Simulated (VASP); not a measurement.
# ZrOF2 (I-4m2) in VASP: further runs

Runs on ZrOF2. Level: PBE. Tasks: single point, relaxation of cell and atoms.

Everything below comes from runs of VASP 6.6.1. Logs are shortened: lines on timing, memory, paths and dates and some standing lists are left out, and cuts for length are marked.

### Step 1. The cell of the first run

It takes space group I-4m2 (No. 119, tetragonal). Conventional cell: a = 2.896 Å, b = 2.896 Å, c = 11.246 Å, α = 90.00°, β = 90.00°, γ = 90.00°. Within 2.6 Å of Zr (site symmetry -4m2) lie 4 F at 1.97 Å. Within 3.3 Å of O (site symmetry -4m2) lie 8 F at 2.52 Å and 4 O at 2.90 Å and 4 Zr at 3.16 Å. F (site symmetry 2mm) has 2 Zr at 1.97 Å and 4 O at 2.52 Å within 2.6 Å.

The cell was built from a structure type or drawn by symmetry, and may not be a known phase.

### Step 2. Single point, PBE

File INCAR:

```
SYSTEM = ZrOF2
ALGO = Normal ; EDIFF = 1E-6
ENCUT = 600 ; GGA = PE
GGA_COMPAT = .False. ; ISIF = 2
ISMEAR = 0 ; LASPH = .True.
LCHARG = .False. ; LREAL = .False.
LWAVE = .False. ; NBANDS = 24
NELM = 120 ; PREC = Accurate
SIGMA = 0.1
```

File KPOINTS:

```
k-points
0
Gamma
  8 8 8
  0 0 0
```

File POSCAR:

```
ZrOF2
1.0
   -1.4481905100      1.4481905100      5.6228213000
    1.4481905100     -1.4481905100      5.6228213000
    1.4481905100      1.4481905100     -5.6228213000
Zr O F
1 1 2
Direct
    0.7500000000      0.2500000000      0.5000000000
    0.0000000000      0.0000000000      0.0000000000
    0.3689999900      0.3689999900      0.0000000000
    0.6310000100      0.6310000100      0.0000000000
```

Potentials or basis: VASP PAW PBE potentials, release 64 (Zr_sv, O, F).

On the command line:

```console
$ cat potpaw_PBE.64/Zr_sv/POTCAR potpaw_PBE.64/O/POTCAR potpaw_PBE.64/F/POTCAR > POTCAR
$ mpirun -np 1 vasp_std > vasp.out
```

OUTCAR:

```text
SYSTEM = ZrOF2
   EDIFF = 1E-6
   ENCUT = 600
   GGA = PE
   ISIF = 2
   ISMEAR = 0
   LASPH = .True.
   LREAL = .False.
   NELM = 120
   PREC = Accurate

 ion  position               nearest neighbor table
   1  0.750  0.250  0.500-   3 1.97   4 1.97   3 1.97   4 1.97
   2  0.000  0.000  0.000-
   3  0.369  0.369  0.000-   1 1.97   1 1.97
   4  0.631  0.631  0.000-   1 1.97   1 1.97

  LATTYP: Found a body centered tetragonal cell.
 ALAT       =     2.8963810200
 C/A-ratio  =     3.8826530496

  Lattice vectors:

 A1 = (  -1.4481905100,   1.4481905100,   5.6228213000)
 A2 = (   1.4481905100,  -1.4481905100,   5.6228213000)
 A3 = (   1.4481905100,   1.4481905100,  -5.6228213000)

Analysis of symmetry for initial positions (statically):
=====================================================================
 Subroutine PRICEL returns:
 Original cell was already a primitive cell.

 Routine SETGRP: Setting up the symmetry group for a
 body centered tetragonal supercell.

 Subroutine GETGRP returns: Found  8 space group operations
 (whereof  8 operations were pure point group operations)
 out of a pool of 16 trial point group operations.

The static configuration has the point symmetry D_2d.

Analysis of symmetry for dynamics (positions and initial velocities):
=====================================================================
 Subroutine PRICEL returns:
 Original cell was already a primitive cell.

 Routine SETGRP: Setting up the symmetry group for a
 body centered tetragonal supercell.

 Subroutine GETGRP returns: Found  8 space group operations
 (whereof  8 operations were pure point group operations)
 out of a pool of 16 trial point group operations.

The dynamic configuration has the point symmetry D_2d.

 Subroutine INISYM returns: Found  8 space group operations
 (whereof  8 operations are pure point group operations),
 and found     1 'primitive' translations

----------------------------------------------------------------------------------------

                                     Primitive cell

  volume of cell :      47.1700

  direct lattice vectors                    reciprocal lattice vectors
    -1.448190510  1.448190510  5.622821300     0.000000000  0.345258443  0.088923331
     1.448190510 -1.448190510  5.622821300     0.345258443  0.000000000  0.088923331
     1.448190510  1.448190510 -5.622821300     0.345258443  0.345258443  0.000000000

  length of vectors
     5.984198432  5.984198432  5.984198432     0.356525947  0.356525947  0.488269172

  position of ions in fractional coordinates (direct lattice)
     0.750000000  0.250000000  0.500000000
     0.000000000  0.000000000  0.000000000
     0.368999990  0.368999990  0.000000000
     0.631000010  0.631000010  0.000000000

  ion indices of the primitive-cell ions
   primitive index   ion index
                 1           1
                 2           2
                 3           3
                 4           4

----------------------------------------------------------------------------------------

 KPOINTS: k-points

Automatic generation of k-mesh.
 Grid dimensions read from file:
 generate k-points for:    8    8    8

 Generating k-lattice:

  Cartesian coordinates                     Fractional coordinates (reciprocal lattice)
     0.000000000  0.043157305  0.011115416     0.125000000  0.000000000 -0.000000000
     0.043157305  0.000000000  0.011115416     0.000000000  0.125000000 -0.000000000
     0.043157305  0.043157305  0.000000000     0.000000000  0.000000000  0.125000000

  Length of vectors
     0.044565743  0.044565743  0.061033646

  Shift w.r.t. Gamma in fractional coordinates (k-lattice)
     0.000000000  0.000000000  0.000000000

 Subroutine IBZKPT returns following result:
 ===========================================

 Found     59 irreducible k-points:

 Following reciprocal coordinates:
            Coordinates               Weight
  0.000000  0.000000  0.000000      1.000000
  0.125000  0.000000 -0.000000      8.000000
  0.250000  0.000000 -0.000000      8.000000
  0.375000  0.000000 -0.000000      8.000000
  0.500000  0.000000 -0.000000      4.000000
  0.125000  0.125000 -0.000000      8.000000
[... 16 lines left out ...]
  0.250000  0.125000  0.125000     16.000000
  0.375000  0.125000  0.125000      8.000000
 [... further k-points ...]
   k-points           NKPTS =     59   k-points in BZ     NKDIM =     59   number of bands    NBANDS=     24
   number of dos      NEDOS =    301   number of ions     NIONS =      4
   total plane-waves  NPLWV = 110592
   dimension x,y,z NGX =    48 NGY =   48 NGZ =   48
   dimension x,y,z NGXF=    96 NGYF=   96 NGZF=   96
   ions per type =               1   1   2
   NGX,Y,Z   is equivalent  to a cutoff of  13.33, 13.33, 13.33 a.u.
   NGXF,Y,Z  is equivalent  to a cutoff of  26.67, 26.67, 26.67 a.u.
 SYSTEM =  ZrOF2
   PREC   = accura    normal or accurate (medium, high low for compatibility)
   ISTART =      0    job   : 0-new  1-cont  2-samecut
   ICHARG =      2    charge: 1-file 2-atom 10-const
   ISPIN  =      1    spin polarized calculation?
   LNONCOLLINEAR =      F non collinear calculations
   LSORBIT =      F    spin-orbit coupling
   LASPH  =      T    aspherical Exc in radial PAW
   ENCUT  =  600.0 eV  44.10 Ry    6.64 a.u.  11.95 11.95 11.95*2*pi/ulx,y,z
   NELM   =    120;   NELMIN=  2; NELMDL= -5     # of ELM steps
   EDIFF  = 0.1E-05   stopping-criterion for ELM
   LREAL  =      F    real-space projection
   EDIFFG = 0.1E-04   stopping-criterion for IOM
   NSW    =      0    number of steps for IOM
   IBRION =     -1    ionic relax: 0-MD 1-quasi-New 2-CG
   NFREE  =      0    steps in history (QN), initial steepest desc. (CG)
   ISIF   =      2    stress and relaxation
   ISYM   =      2    0-nonsym 1-usesym 2-fastsym
   POTIM  = 0.5000    time-step for ionic-motion
   TEBEG  =    0.0;   TEEND  =   0.0 temperature during run
   PSTRESS=    0.0 pullay stress
   NELECT =      32.0000    total number of electrons
   NUPDOWN=      -1.0000    fix difference up-down
   EMIN   =  10.00;   EMAX   =-10.00  energy-range for DOS
   EFERMI =   0.00;   METHOD = LEGACY
   ISMEAR =     0;   SIGMA  =   0.10  broadening in eV -4-tet -1-fermi 0-gaus
   EFERMI_NEDOS =   21; number of points for ismear=-14 and -15
   IALGO  =     38    algorithm
   IMIX   =      4    mixing-type and parameters
     AMIX     =   0.40;   BMIX     =  1.00
     AMIX_MAG =   1.60;   BMIX_MAG =  1.00
  volume/ion in A,a.u.               =      11.79        79.58
  Fermi-wavevector in a.u.,A,eV,Ry     =   1.438477  2.718327 28.153396  2.069216
  Thomas-Fermi vector in A             =   2.557439
   LORBIT       =      0    0 simple, 1 ext, 2 COOP (PROOUT), +10 PAW based schemes
   GGA     = PE    functional components
   LHFCALC =     F    Hartree Fock is set to
   AEXX    =    0.0000 exact exchange contribution
   IVDW    =     0    specifies the selected vdW correction
   LEPSILON=     F    determine dielectric tensor
   LRPA    =     F    only Hartree local field effects (RPA)
 non-spin polarized calculation
 Gauss-broadening in eV      SIGMA  =   0.10
  energy-cutoff  :      600.00
  volume of cell :       47.17
 maximum number of plane-waves:      1596
   NGX = 23   NGY = 23   NGZ = 23

 number of electron      32.0000006 magnetization

 Free energy of the ion-electron system (eV)
  ---------------------------------------------------
  ext. energy  EPLUGINS =         0.00000000
  ---------------------------------------------------
  free energy    TOTEN  =       -20.80326305 eV

  energy without entropy =      -20.77521112  energy(sigma->0) =      -20.78923709

 E-fermi :   5.5759     XC(G=0): -10.9531

 val. band max:        5.5485126650   @ k =  -0.1250   0.1250   0.0000
 cond. band min:       5.5824656400   @ k =  -0.3750   0.5000   0.2500
 fundamental gap:      0.0339529749
 Fermi energy:         5.5758952893

 k-point     1 :       0.0000    0.0000    0.0000
  band No.  band energies     occupation
      1     -44.7313      2.00000
      2     -24.3265      2.00000
      3     -22.2858      2.00000
      4     -22.2858      2.00000
      5     -20.2127      2.00000
      6     -18.0861      2.00000
[... 16 lines left out ...]
     23      15.8970      0.00000
     24      18.7679      0.00000

 k-point     2 :       0.1250    0.0000   -0.0000
  band No.  band energies     occupation
      1     -44.7054      2.00000
      2     -24.2813      2.00000
      3     -22.6541      2.00000
      4     -22.2677      2.00000
      5     -20.0147      2.00000
      6     -18.1189      2.00000
[... 16 lines left out ...]
     23      16.2276      0.00000
     24      18.8063      0.00000

 k-point     3 :       0.2500    0.0000   -0.0000
  band No.  band energies     occupation
      1     -44.6420      2.00000
      2     -24.2245      2.00000
      3     -23.2963      2.00000
      4     -22.2238      2.00000
      5     -19.6610      2.00000
      6     -18.2665      2.00000
[... 16 lines left out ...]
     23      16.6913      0.00000
     24      17.3709      0.00000

 k-point     4 :       0.3750    0.0000   -0.0000
  band No.  band energies     occupation
      1     -44.5775      2.00000
      2     -24.3964      2.00000
      3     -23.5666      2.00000
      4     -22.1794      2.00000
      5     -19.3043      2.00000
      6     -18.5568      2.00000
[... 16 lines left out ...]
     23      15.9944      0.00000
     24      18.1552      0.00000

 k-point     5 :       0.5000    0.0000   -0.0000
  band No.  band energies     occupation
      1     -44.5505      2.00000
      2     -24.5515      2.00000
      3     -23.5670      2.00000
      4     -22.1608      2.00000
      5     -18.9953      2.00000
      6     -18.8647      2.00000
[... 16 lines left out ...]
     23      16.0212      0.00000
     24      18.7186      0.00000

 k-point     6 :       0.1250    0.1250   -0.0000
  band No.  band energies     occupation
      1     -44.6795      2.00000
      2     -24.2384      2.00000
      3     -22.7664      2.00000
      4     -22.4788      2.00000
      5     -19.8407      2.00000
      6     -18.1499      2.00000
[... 16 lines left out ...]
     23      16.4748      0.00000
     24      19.1207      0.00000
[... 379 lines left out ...]
 k-point    21 :       0.5000    0.5000   -0.0000
  band No.  band energies     occupation
      1     -44.3746      2.00000
      2     -24.3617      2.00000
      3     -24.3583      2.00000
      4     -22.5343      2.00000
      5     -18.8750      2.00000
      6     -18.8411      2.00000
[... 16 lines left out ...]
     23      17.6913      0.00000
     24      19.9592      0.00000

 k-point    22 :       0.1250    0.1250    0.1250
  band No.  band energies     occupation
      1     -44.5539      2.00000
      2     -24.1255      2.00000
      3     -23.5672      2.00000
      4     -22.7517      2.00000
      5     -19.3104      2.00000
      6     -18.3629      2.00000
[... 16 lines left out ...]
     23      18.4192      0.00000
     24      19.3287      0.00000

 k-point    23 :       0.2500    0.1250    0.1250
  band No.  band energies     occupation
      1     -44.4903      2.00000
      2     -24.2939      2.00000
      3     -23.7737      2.00000
      4     -22.7079      2.00000
      5     -19.0891      2.00000
      6     -18.5650      2.00000
[... 16 lines left out ...]
     23      17.8622      0.00000
     24      19.2940      0.00000

 k-point    24 :       0.3750    0.1250    0.1250
  band No.  band energies     occupation
      1     -44.4636      2.00000
      2     -24.4570      2.00000
      3     -23.7707      2.00000
      4     -22.6580      2.00000
      5     -18.9276      2.00000
      6     -18.7445      2.00000
[... 16 lines left out ...]
     23      16.6170      0.00000
     24      19.6656      0.00000

 [... further k-points ...]

------------------------ aborting loop because EDIFF is reached ----------------------------------------

  FORCE on cell =-STRESS in cart. coord.  units (eV):
  Direction    XX          YY          ZZ          XY          YZ          ZX
  --------------------------------------------------------------------------------------
  -------------------------------------------------------------------------------------
  Total       10.5368965     10.5368965      2.6779782      0.0000000      0.0000000      0.0000000
  in kB      357.8966481    357.8966481     90.9603160      0.0000000      0.0000000      0.0000000
  external PRESSURE =     268.9178707 kB  Pullay stress =       0.0000000 kB

 VOLUME and BASIS-vectors are now :
 -----------------------------------------------------------------------------
  energy-cutoff  :      600.00
  volume of cell :       47.17
      direct lattice vectors                 reciprocal lattice vectors
    -1.448190510  1.448190510  5.622821300     0.000000000  0.345258443  0.088923331
     1.448190510 -1.448190510  5.622821300     0.345258443  0.000000000  0.088923331
     1.448190510  1.448190510 -5.622821300     0.345258443  0.345258443  0.000000000

 POSITION                                       TOTAL-FORCE (eV/Angst)
 -----------------------------------------------------------------------------------
     -0.00000      1.44819      2.81141        -0.000000      0.000000      0.000000
      0.00000      0.00000      0.00000        -0.000000      0.000000      0.000000
      0.00000      0.00000      4.14964         0.000000     -0.000000      1.703341
      0.00000      0.00000      7.09600         0.000000     -0.000000     -1.703341
 -----------------------------------------------------------------------------------
    total drift:                               -0.000000      0.000000      0.000000

  FREE ENERGIE OF THE ION-ELECTRON SYSTEM (eV)
  ---------------------------------------------------
  free  energy   TOTEN  =       -20.8032630542 eV

  energy  without entropy=      -20.7752111178  energy(sigma->0) =      -20.78923709
```

Wall time 7 min (1 thread of Intel Xeon 8259CL, shared host); peak memory 0.38 GiB.

Results:

* Free energy: -20.8033 eV
* Pressure: 26.9 GPa
* Largest force: 1.703 eV/Å
* Band gap on the k mesh: zero (bands 16 and 17 overlap by 0.70 eV)

Forces on the atoms (eV/Å):
```
Zr   0.000  0.000  0.000
O    0.000  0.000  0.000
F    0.000  0.000  1.703
F    0.000  0.000 -1.703
```

Levels at points of the mesh, in eV from the Fermi level:
```csv
k point,band 14,band 15,band 16,band 17,band 18,band 19
"(0.00, 0.00, 0.00)",-1.69,-1.27,0.10,0.22,0.22,3.11
"(0.50, 0.00, 0.00)",-1.36,-0.80,0.27,0.48,1.79,2.54
"(0.50, 0.50, 0.00)",-1.50,-1.29,-0.99,-0.42,1.89,2.70
"(0.50, 0.50, 0.50)",-2.32,-0.91,-0.26,0.23,0.23,3.87
```

Caveat: the cell stands under pressure; forces of over 1 eV/Å act on the atoms, so gaps and moduli don't describe the material at rest.

(Continued in part 2 of 2.)
